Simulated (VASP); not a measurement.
# AgCl3 (P4/mbm) in VASP: single point with LDA

Aim: the single point of AgCl3 with LDA.

All numbers are computed with VASP 6.6.1; they aren't measurements. Logs are shortened: lines on timing, memory, paths and dates and some standing lists are left out, and cuts for length are marked.

## (1) The cell of the first run

It takes space group P4/mbm (No. 127, tetragonal). The conventional cell has a = 6.720 Å, b = 6.720 Å, c = 4.995 Å, α = 90.00°, β = 90.00°, γ = 90.00°. Ag (site symmetry 4/m) has 6 Cl at 2.50 Å within 3.3 Å. Cl (site symmetry m2m) has 2 Ag at 2.50 Å and 1 Cl at 3.22 Å within 3.3 Å. Cl (site symmetry 4/m) has 2 Ag at 2.50 Å within 3.3 Å.

## (2) Single point, LDA

INCAR

```
ALGO = Normal ; EDIFF = 1E-7
ENCUT = 520 ; ISIF = 2
ISMEAR = 0 ; LASPH = T
LCHARG = F ; LREAL = F
LWAVE = F ; NBANDS = 42
NELM = 100 ; PREC = Accurate
SIGMA = 0.1
```

KPOINTS

```
k-points
0
Gamma
  6 6 8
```

POSCAR

```
AgCl3
1.0
    6.7196083606      0.0000000000      0.0000000000
    0.0000000000      6.7196083606      0.0000000000
    0.0000000000      0.0000000000      4.9953363145
Ag Cl
2 6
Direct
    0.5000000000      0.5000000000      0.0000000000
    0.0000000000      0.0000000000      0.0000000000
    0.8305674594      0.3305674594      0.0000000000
    0.6694325406      0.8305674594      0.0000000000
    0.5000000000      0.5000000000      0.5000000000
    0.1694325406      0.6694325406      0.0000000000
    0.3305674594      0.1694325406      0.0000000000
    0.0000000000      0.0000000000      0.5000000000
```

Potentials or basis: VASP PAW LDA potentials, release 64 (Ag, Cl).

Launch:

```
cat potpaw_LDA.64/Ag/POTCAR potpaw_LDA.64/Cl/POTCAR > POTCAR
mpirun -np 1 vasp_std > vasp.out
```

OUTCAR:

```text
EDIFF = 1E-7
   ENCUT = 520
   ISIF = 2
   ISMEAR = 0
   LASPH = T
   LREAL = F
   NELM = 100
   PREC = Accurate

 ion  position               nearest neighbor table
   1  0.500  0.500  0.000-   3 2.50   4 2.50   6 2.50   7 2.50   5 2.50   5 2.50
   2  0.000  0.000  0.000-   3 2.50   4 2.50   6 2.50   7 2.50   8 2.50   8 2.50
   3  0.831  0.331  0.000-   1 2.50   2 2.50
   4  0.669  0.831  0.000-   1 2.50   2 2.50
   5  0.500  0.500  0.500-   1 2.50   1 2.50
   6  0.169  0.669  0.000-   1 2.50   2 2.50
   7  0.331  0.169  0.000-   1 2.50   2 2.50
   8  0.000  0.000  0.500-   2 2.50   2 2.50

  LATTYP: Found a simple tetragonal cell.
 ALAT       =     6.7196083606
 C/A-ratio  =     0.7433969432

  Lattice vectors:

 A1 = (   6.7196083606,   0.0000000000,   0.0000000000)
 A2 = (   0.0000000000,   6.7196083606,   0.0000000000)
 A3 = (   0.0000000000,   0.0000000000,   4.9953363145)

Analysis of symmetry for initial positions (statically):
=====================================================================
 Subroutine PRICEL returns:
 Original cell was already a primitive cell.

 Routine SETGRP: Setting up the symmetry group for a
 simple tetragonal supercell.

 Subroutine GETGRP returns: Found 16 space group operations
 (whereof  8 operations were pure point group operations)
 out of a pool of 16 trial point group operations.

The static configuration has the point symmetry C_4h.
 The point group associated with its full space group is D_4h.

Analysis of symmetry for dynamics (positions and initial velocities):
=====================================================================
 Subroutine PRICEL returns:
 Original cell was already a primitive cell.

 Routine SETGRP: Setting up the symmetry group for a
 simple tetragonal supercell.

 Subroutine GETGRP returns: Found 16 space group operations
 (whereof  8 operations were pure point group operations)
 out of a pool of 16 trial point group operations.

The dynamic configuration has the point symmetry C_4h.
 The point group associated with its full space group is D_4h.

 Subroutine INISYM returns: Found 16 space group operations
 (whereof  8 operations are pure point group operations),
 and found     1 'primitive' translations

----------------------------------------------------------------------------------------

                                     Primitive cell
[... 108 lines left out ...]
   NFREE  =      0    steps in history (QN), initial steepest desc. (CG)
   ISIF   =      2    stress and relaxation
   ISYM   =      2    0-nonsym 1-usesym 2-fastsym
   POTIM  = 0.5000    time-step for ionic-motion
   TEBEG  =    0.0;   TEEND  =   0.0 temperature during run
   PSTRESS=    0.0 pullay stress
   NELECT =      64.0000    total number of electrons
   NUPDOWN=      -1.0000    fix difference up-down
   EMIN   =  10.00;   EMAX   =-10.00  energy-range for DOS
   EFERMI =   0.00;   METHOD = LEGACY
   ISMEAR =     0;   SIGMA  =   0.10  broadening in eV -4-tet -1-fermi 0-gaus
   EFERMI_NEDOS =   21; number of points for ismear=-14 and -15
   IALGO  =     38    algorithm
   IMIX   =      4    mixing-type and parameters
     AMIX     =   0.40;   BMIX     =  1.00
     AMIX_MAG =   1.60;   BMIX_MAG =  1.00
  volume/ion in A,a.u.               =      28.19       190.27
  Fermi-wavevector in a.u.,A,eV,Ry     =   1.075765  2.032900 15.745609  1.157270
  Thomas-Fermi vector in A             =   2.211630
   LORBIT       =      0    0 simple, 1 ext, 2 COOP (PROOUT), +10 PAW based schemes
   GGA     = CA    functional components
   LHFCALC =     F    Hartree Fock is set to
   AEXX    =    0.0000 exact exchange contribution
   IVDW    =     0    specifies the selected vdW correction
   LEPSILON=     F    determine dielectric tensor
   LRPA    =     F    only Hartree local field effects (RPA)
 non-spin polarized calculation
 Gauss-broadening in eV      SIGMA  =   0.10
  energy-cutoff  :      520.00
  volume of cell :      225.56
 maximum number of plane-waves:      6115
 NGX is ok and might be reduce to    50
   NGX = 25   NGY = 25   NGZ = 19

 number of electron      63.9999955 magnetization

 Free energy of the ion-electron system (eV)
  ---------------------------------------------------
  ext. energy  EPLUGINS =         0.00000000
  ---------------------------------------------------
  free energy    TOTEN  =       -21.71787741 eV

  energy without entropy =      -21.67482343  energy(sigma->0) =      -21.69635042

 E-fermi :  -0.5140     XC(G=0):  -8.4985

 val. band max:       -0.5194950692   @ k =   0.5000   0.3333   0.5000
 cond. band min:      -0.5127224822   @ k =   0.5000   0.5000   0.3750
 fundamental gap:      0.0067725870
 Fermi energy:        -0.5140280153

 k-point     1 :       0.0000    0.0000    0.0000
  band No.  band energies     occupation
      1     -14.6777      2.00000
      2     -14.0654      2.00000
      3     -13.9533      2.00000
      4     -13.9533      2.00000
      5     -13.8005      2.00000
      6     -13.6748      2.00000
[... 1069 lines left out ...]
     41       8.9661      0.00000
     42       8.9661      0.00000

 [... further k-points ...]

------------------------ aborting loop because EDIFF is reached ----------------------------------------

  FORCE on cell =-STRESS in cart. coord.  units (eV):
  Direction    XX          YY          ZZ          XY          YZ          ZX
  --------------------------------------------------------------------------------------
  -------------------------------------------------------------------------------------
  Total       -6.2539540     -6.2539540     -5.6949920      0.0000000     -0.0000000      0.0000000
  in kB      -44.4234833    -44.4234833    -40.4530286      0.0000000     -0.0000000      0.0000000
  external PRESSURE =     -43.0999984 kB  Pullay stress =       0.0000000 kB

 VOLUME and BASIS-vectors are now :
 -----------------------------------------------------------------------------
  energy-cutoff  :      520.00
  volume of cell :      225.56
      direct lattice vectors                 reciprocal lattice vectors
     6.719608361  0.000000000  0.000000000     0.148818197  0.000000000  0.000000000
     0.000000000  6.719608361  0.000000000     0.000000000  0.148818197  0.000000000
     0.000000000  0.000000000  4.995336315     0.000000000  0.000000000  0.200186722

 POSITION                                       TOTAL-FORCE (eV/Angst)
 -----------------------------------------------------------------------------------
      3.35980      3.35980      0.00000         0.000000      0.000000     -0.000000
      0.00000      0.00000      0.00000         0.000000      0.000000     -0.000000
      5.58109      2.22128      0.00000        -0.112858     -0.112858     -0.000000
      4.49832      5.58109      0.00000         0.112858     -0.112858      0.000000
      3.35980      3.35980      2.49767         0.000000      0.000000     -0.000000
      1.13852      4.49832      0.00000         0.112858      0.112858      0.000000
      2.22128      1.13852      0.00000        -0.112858      0.112858     -0.000000
      0.00000      0.00000      2.49767         0.000000      0.000000     -0.000000
 -----------------------------------------------------------------------------------
    total drift:                                0.000000     -0.000000     -0.000000

  FREE ENERGIE OF THE ION-ELECTRON SYSTEM (eV)
  ---------------------------------------------------
  free  energy   TOTEN  =       -21.7178774098 eV

  energy  without entropy=      -21.6748234261  energy(sigma->0) =      -21.69635042
```

stdout:

```text
POSCAR found type information on POSCAR AgCl
 POSCAR found :  2 types and       8 ions
 scaLAPACK will be used
 LDA part: xc-table for (Slater(with rela. corr.)+CA(PZ))
 , standard interpolation
 POSCAR, INCAR and KPOINTS ok, starting setup
 FFT: planning ... GRIDC
 FFT: planning ... GRID_SOFT
 FFT: planning ... GRID
 WAVECAR not read
 entering main loop
```

It took 5.9 min on 1 thread of AMD EPYC 7R13 (Zen 3), shared host; peak memory 0.45 GiB.

What came out:

```
Free energy            : -21.7179 eV
Pressure               : -4.3 GPa
Largest force          : 0.160 eV/Å
Band gap on the k mesh : zero (bands 32 and 33 overlap by 0.80 eV)
```

Forces in eV/Å, atoms in the order of the input:
```
Ag   0.000  0.000  0.000
Ag   0.000  0.000  0.000
Cl  -0.113 -0.113  0.000
Cl   0.113 -0.113  0.000
Cl   0.000  0.000  0.000
Cl   0.113  0.113  0.000
Cl  -0.113  0.113  0.000
Cl   0.000  0.000  0.000
```

Caveat: the cell stands under tension.
